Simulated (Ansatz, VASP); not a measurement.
# SiGe2: VASP beside Ansatz

File INCAR:

```
SYSTEM = SiGe2
ALGO = Normal
EDIFF = 1E-7
EDIFFG = -0.01
ENCUT = 600
GGA = PE
IBRION = 2
ISIF = 3
ISMEAR = 0
LASPH = .TRUE.
LCHARG = .FALSE.
LREAL = .FALSE.
LWAVE = .FALSE.
NELM = 100
NSW = 100
PREC = Accurate
SIGMA = 0.02
```

Contents of KPOINTS:

```
k-points
0
G
  12 12 4
  0 0 0
```

POSCAR

```
SiGe2
1.0
    3.9959057541      0.0000000000      0.0000000000
   -1.9979528770      3.4605558941      0.0000000000
    0.0000000000      0.0000000000      9.7733008948
Si Ge
2 4
Direct
    0.3333333333      0.6666666667      0.7914613280
    0.6666666667      0.3333333333      0.2085386720
    0.6666666667      0.3333333333      0.4559090965
    0.0000000000      0.0000000000      0.1276939080
    0.3333333333      0.6666666667      0.5440909035
    0.0000000000      0.0000000000      0.8723060920
```

Input for Ansatz:

```yaml
crystal:
  lattice:
    - [3.9959057541, 0.0, 0.0]
    - [-1.997952877, 3.4605558941, 0.0]
    - [0.0, 0.0, 9.7733008948]
  atoms:
    - { symbol: Si, position: [0.3333333333, 0.6666666667, 0.791461328] }
    - { symbol: Si, position: [0.6666666667, 0.3333333333, 0.208538672] }
    - { symbol: Ge, position: [0.6666666667, 0.3333333333, 0.4559090965] }
    - { symbol: Ge, position: [0.0, 0.0, 0.127693908] }
    - { symbol: Ge, position: [0.3333333333, 0.6666666667, 0.5440909035] }
    - { symbol: Ge, position: [0.0, 0.0, 0.872306092] }
basis:
  ecutwfc: 420
kpoints:
  mp_grid: { grid: [12, 12, 4] }
hamiltonian:
  xc: pbe
scf:
  occupations: { method: gaussian, width: 0.02 }
output:
  forces: true
  stress: true
  eigenvalues: true
relax:
  adjacent_minimum: "off"
  f_tol: 0.01
  max_steps: 80
  cell: { stress_tol: 0.05 }
```

Alike in both runs: task relaxation of cell and atoms; functional PBE; k mesh 12 × 12 × 4; occupations gaussian, width 0.02 eV; no spin polarisation.

|  | VASP | Ansatz |
| --- | --- | --- |
| version | VASP 6.6.1 | Ansatz 0.2.0 |
| potentials or method | VASP PAW PBE potentials, release 64 (Si, Ge_d), cutoff 600 eV | scalar-relativistic, plane waves, PAW |
| valence electrons in the cell | 64 | 64 |

|  | VASP | Ansatz | Ansatz less VASP |
| --- | --- | --- | --- |
| gap on the k mesh at the Fermi level, each at its own relaxed structure (eV) | 0.48 | 0.47 | -0.012 |
| relaxed volume (Å³/atom) | 22.54 | 22.55 | +0.016 |
| relaxed cell length with the largest relative difference (Å) | 9.782 | 9.787 | +0.0051 |
